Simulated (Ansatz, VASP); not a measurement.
Fe: VASP beside Ansatz

```xyz
1
Lattice="-1.3498 1.3498 1.3498 1.3498 -1.3498 1.3498 1.3498 1.3498 -1.3498" Properties=species:S:1:pos:R:3 pbc="T T T"
Fe    0.0000    0.0000    0.0000
```

Alike in both runs: task single point; functional LDA; k mesh 16 × 16 × 16; occupations fermi-dirac, width 0.1 eV; no spin polarisation.

|  | VASP | Ansatz |
| --- | --- | --- |
| version | VASP 6.6.1 | Ansatz 0.2.0 |
| potentials or method | VASP PAW LDA potentials, release 64 (Fe), cutoff 600 eV | plane waves (420 eV) with PAW, scalar-relativistic |
| valence electrons in the cell | 8 | 16 |

```tsv
	VASP	Ansatz	Ansatz less VASP
pressure (GPa)	-0.2	0.1	+0.34
```

Ansatz warns that its potentials were made for another functional, while VASP's fit it. LDA's correlation is that of Perdew and Zunger in VASP and of Perdew and Wang (1992) in Ansatz. VASP's potentials hold 8 valence electrons a cell and Ansatz's 16, so a difference there can come from the potentials and not from the codes.
